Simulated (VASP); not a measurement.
# Al (R-3m) in VASP: further runs, part 2 of 2

VASP 6.6.1.

**4. Relaxation of cell and atoms, PBE**

This run uses another cell than the first one: it holds 2 atoms, not 1.

Input file INCAR:

```
PREC = Accurate
ENCUT = 500
EDIFF = 1E-7
ISMEAR = 0
SIGMA = 0.1
LREAL = False
LASPH = True
NELM = 120
ALGO = Normal
ISIF = 3
LWAVE = False
LCHARG = False
GGA = PE
IBRION = 2
NSW = 90
EDIFFG = -0.04
GGA_COMPAT = False
NELMIN = 4
```

Input file KPOINTS:

```
regular mesh
0
Gamma
  6 6 6
```

Input file POSCAR:

```
Al
1.0
    1.7501021552      1.0104219504      3.2453546216
   -1.7501021552      1.0104219504      3.2453546216
    0.0000000000     -2.0208439008      3.2453546216
Al
2
Direct
    0.2275400000      0.2275400000      0.2275400000
    0.7724600000      0.7724600000      0.7724600000
```

Potentials or basis: VASP PAW PBE potentials, release 64 (Al).

On the command line:

```sh
$ cat potpaw_PBE.64/Al/POTCAR > POTCAR
$ mpirun -np 1 vasp_std > vasp.out
```

OUTCAR:

```text
PREC = Accurate
   ENCUT = 500
   EDIFF = 1E-7
   ISMEAR = 0
   LREAL = False
   LASPH = True
   NELM = 120
   ISIF = 3
   GGA = PE
   IBRION = 2
   NSW = 90
   EDIFFG = -0.04
   NELMIN = 4

 ion  position               nearest neighbor table
   1  0.228  0.228  0.228-   2 2.34   2 2.34   2 2.34   2 2.89   2 2.89   2 2.89
   2  0.772  0.772  0.772-   1 2.34   1 2.34   1 2.34   1 2.89   1 2.89   1 2.89

  LATTYP: Found a trigonal (rhomboedric) cell.
 ALAT       =     3.8231056344
 COS(alpha) =     0.5808936905

  Lattice vectors:

 A1 = (   1.7501021552,   1.0104219504,   3.2453546216)
 A2 = (  -1.7501021552,   1.0104219504,   3.2453546216)
 A3 = (   0.0000000000,  -2.0208439008,   3.2453546216)

Analysis of symmetry for initial positions (statically):
=====================================================================
 Subroutine PRICEL returns:
 Original cell was already a primitive cell.

 Routine SETGRP: Setting up the symmetry group for a
 trigonal (rhombohedral) supercell.

 Subroutine GETGRP returns: Found 12 space group operations
 (whereof 12 operations were pure point group operations)
 out of a pool of 12 trial point group operations.

The static configuration has the point symmetry D_3d.

Analysis of symmetry for dynamics (positions and initial velocities):
=====================================================================
 Subroutine PRICEL returns:
 Original cell was already a primitive cell.

 Routine SETGRP: Setting up the symmetry group for a
 trigonal (rhombohedral) supercell.

 Subroutine GETGRP returns: Found 12 space group operations
 (whereof 12 operations were pure point group operations)
 out of a pool of 12 trial point group operations.

The dynamic configuration has the point symmetry D_3d.

 Subroutine INISYM returns: Found 12 space group operations
 (whereof 12 operations are pure point group operations),
 and found     1 'primitive' translations

----------------------------------------------------------------------------------------

                                     Primitive cell
[... 136 lines left out ...]
  ext. energy  EPLUGINS =         0.00000000
  ---------------------------------------------------
  free energy    TOTEN  =        -5.82790751 eV

  energy without entropy =       -5.82322409  energy(sigma->0) =       -5.82556580

------------------------ aborting loop because EDIFF is reached ----------------------------------------

  FORCE on cell =-STRESS in cart. coord.  units (eV):
  Direction    XX          YY          ZZ          XY          YZ          ZX
  --------------------------------------------------------------------------------------
  -------------------------------------------------------------------------------------
  Total        4.4723056      4.4723056      3.9234574     -0.0000000      0.0000000      0.0000000
  in kB      208.0953964    208.0953964    182.5576086     -0.0000000      0.0000000      0.0000000
  external PRESSURE =     199.5828005 kB  Pullay stress =       0.0000000 kB
[... 89 lines left out ...]
  FREE ENERGIE OF THE ION-ELECTRON SYSTEM (eV)
  ---------------------------------------------------
  free  energy   TOTEN  =        -6.6713757296 eV

  energy  without entropy=       -6.6604378647  energy(sigma->0) =       -6.66590680

 E-fermi :   7.2275     XC(G=0):  -9.8967

 val. band max:        7.2145924735   @ k =   0.5000   0.5000   0.1667
 cond. band min:       7.2651304751   @ k =   0.5000   0.3333   0.0000
 fundamental gap:      0.0505380016
 Fermi energy:         7.2274584881

 k-point     1 :       0.0000    0.0000    0.0000
  band No.  band energies     occupation
      1      -3.4365      2.00000
      2       2.2004      2.00000
      3       2.6557      2.00000
      4      18.1864      0.00000
      5      18.6760      0.00000
      6      18.8414      0.00000
      7      18.8414      0.00000
[... 221 lines left out ...]
 k-point    24 :      -0.3333    0.5000    0.1667
  band No.  band energies     occupation
      1       2.1709      2.00000
      2       2.9984      2.00000
      3       5.2046      2.00000
      4       8.3850      0.00000
      5       8.7935      0.00000
      6      12.3872      0.00000
      7      13.1326      0.00000

 [... further k-points ...]

[... ionic steps 4 to 25 ...]

--------------------------------------- Ionic step       26  -------------------------------------------

 number of electron       6.0000000 magnetization

------------------------ aborting loop because EDIFF is reached ----------------------------------------
[... 67 lines left out ...]
--------------------------------------- Ionic step       28  -------------------------------------------

 number of electron       6.0000000 magnetization

 Free energy of the ion-electron system (eV)
  ---------------------------------------------------
  ext. energy  EPLUGINS =         0.00000000
  ---------------------------------------------------
  free energy    TOTEN  =        -7.56729792 eV

  energy without entropy =       -7.56374333  energy(sigma->0) =       -7.56552063

 E-fermi :   8.0258     XC(G=0): -10.2074

 val. band max:        7.9903628732   @ k =   0.5000   0.3333   0.0000
 cond. band min:       8.1097653891   @ k =   0.3333   0.3333   0.1667
 fundamental gap:      0.1194025159
 Fermi energy:         8.0257955492

 k-point     1 :       0.0000    0.0000    0.0000
  band No.  band energies     occupation
      1      -3.1240      2.00000
      2       3.3838      2.00000
      3       3.5432      2.00000
      4      19.6012      0.00000
      5      19.6012      0.00000
      6      19.6115      0.00000
      7      19.9217      0.00000
[... 259 lines left out ...]
  FREE ENERGIE OF THE ION-ELECTRON SYSTEM (eV)
  ---------------------------------------------------
  free  energy   TOTEN  =        -7.5672979224 eV

  energy  without entropy=       -7.5637433348  energy(sigma->0) =       -7.56552063

 reached required accuracy - stopping structural energy minimisation
```

OSZICAR:

```text
N       E                     dE             d eps       ncg     rms          rms(c)
DAV:   1     0.170997005631E+01    0.17100E+01   -0.23118E+03   448   0.653E+02
DAV:   2    -0.584543363734E+01   -0.75554E+01   -0.71530E+01   574   0.510E+01
DAV:   3    -0.592580232444E+01   -0.80369E-01   -0.80341E-01   658   0.669E+00
[... 245 lines left out ...]
DAV:   1    -0.756732113334E+01   -0.27574E-03   -0.25136E-03   595   0.287E-01    0.308E-02
DAV:   2    -0.756730700621E+01    0.14127E-04   -0.23672E-05   581   0.378E-02    0.151E-02
DAV:   3    -0.756729848404E+01    0.85222E-05   -0.86985E-06   581   0.149E-02    0.390E-03
DAV:   4    -0.756729798874E+01    0.49530E-06   -0.49840E-07   588   0.445E-03    0.186E-03
DAV:   5    -0.756729792243E+01    0.66304E-07   -0.17359E-08   294   0.880E-04
  28 F= -.75672979E+01 E0= -.75655206E+01  d E =-.252534E-03
```

CONTCAR:

```text
Al
   1.00000000000000
     1.4233671282629472    0.8217813946520967    4.6883366372940323
    -1.4233671282629472    0.8217813946520967    4.6883366372940323
    -0.0000000000000000   -1.6435627893041933    4.6883366372940323
  Al
     2
Direct
     0.2499768429060202    0.2499768429060202    0.2499768429060202
     0.7500231570939795    0.7500231570939795    0.7500231570939795

  0.00000000E+00  0.00000000E+00  0.00000000E+00
  0.00000000E+00  0.00000000E+00  0.00000000E+00
```

Wall time 2.7 min (1 thread of AMD EPYC 7R43 (Zen 3), shared host); peak memory 0.11 GiB.

Results:

* Free energy: -7.5673 eV
* Relaxed volume: 16.45 Å³/atom
* Relaxed cell: a = 4.968 Å, b = 4.968 Å, c = 4.968 Å, α = 33.30°, β = 33.30°, γ = 33.30°
* Space group after relaxing (to 0.05 Å): Fm-3m (No. 225)
* Energy gained by relaxing: 869.7 meV/atom
* Ionic steps: 28
* Pressure after relaxing: 0.0 GPa
* Largest force after relaxing: 0.004 eV/Å
* Band gap on the k mesh: zero (band 3 reaches 11.32 eV, above the bottom of band 4 at 6.28 eV)

Forces in eV/Å, atoms in the order of the input:
```
Al   0.000  0.000  0.004
Al   0.000  0.000 -0.004
```

Stress tensor (GPa, compression positive):
```
-0.09  0.00  0.00
 0.00 -0.09  0.00
 0.00  0.00  0.30
```

Step by step:
```tsv
step	energy change (eV)	largest force (eV/Å)	pressure (GPa)	volume (Å³)
1	0.0000	3.5369	19.96	34.43
2	-0.7950	0.3529	-5.78	46.26
3	-0.8435	0.6903	-3.23	43.23
4	-0.8436	0.7210	-3.00	43.04
5	-0.9465	0.5060	-1.84	41.30
6	-0.9824	1.0982	5.90	36.30
7	-1.0372	0.0390	0.59	39.00
8	-1.0454	0.3450	2.06	38.06
9	-1.0879	0.6704	2.14	37.64
10	-1.1100	1.2958	2.73	36.81
11	-1.2046	0.9602	-0.32	37.39
12	-1.2977	0.4961	-3.76	38.08
13	-1.4811	0.0878	-7.69	39.01
14	-1.5820	0.2615	-7.55	37.70
15	-1.5172	0.3450	3.05	33.36
16	-1.6638	0.3383	-5.50	36.13
17	-1.6667	0.3760	-4.04	35.49
18	-1.6691	0.3569	-4.84	35.83
19	-1.7065	0.3402	-3.42	34.78
20	-1.7299	0.2942	-1.14	33.49
21	-1.6866	0.0276	5.51	30.98
22	-1.7322	0.2898	-0.28	33.09
23	-1.7329	0.2449	1.06	32.51
24	-1.7334	0.2683	0.45	32.76
25	-1.7334	0.2632	0.59	32.70
26	-1.7374	0.1416	0.43	32.75
27	-1.7391	0.0021	0.27	32.80
28	-1.7394	0.0040	0.04	32.90
```

Final structure:
```cif
data_structure
_symmetry_space_group_name_H-M 'P 1'
_symmetry_Int_Tables_number 1
_cell_length_a 4.9681
_cell_length_b 4.9681
_cell_length_c 4.9681
_cell_angle_alpha 33.297
_cell_angle_beta 33.297
_cell_angle_gamma 33.297
_cell_volume 32.90
loop_
_atom_site_label
_atom_site_type_symbol
_atom_site_fract_x
_atom_site_fract_y
_atom_site_fract_z
_atom_site_occupancy
Al1 Al 0.24998 0.24998 0.24998 1
Al2 Al 0.75002 0.75002 0.75002 1
```

Caveat: the k points lie up to 0.43 Å⁻¹ apart in the final cell.

**5. The runs side by side**

| task | cell | k mesh | gap on the mesh (eV) | pressure (GPa) | relaxed volume (Å³/atom) |
| --- | --- | --- | --- | --- | --- |
| relaxation of cell and atoms | relaxed from a = 2.737 Å, angles 105.8°, 1 atom | 9 × 9 × 9 | none | 0.0 | 16.92 |
| single point | a = 3.823 Å, angles 54.5°, 2 atoms | 6 × 6 × 6 | none | 20.0 | - |
| relaxation of cell and atoms | relaxed from a = 3.823 Å, angles 54.5°, 2 atoms | 6 × 6 × 6 | none | 0.0 | 16.45 |

Alike in all rows: level PBE; potentials or basis VASP PAW PBE potentials, release 64 (Al); no spin polarisation; cutoff (eV) 500; smearing gaussian 0.1 eV.

Caveats: some runs use coarse meshes; forces of over 1 eV/Å act on the atoms, so gaps and moduli don't describe the material at rest (some runs).

Absolute energies hang on the potentials; compare differences alone.
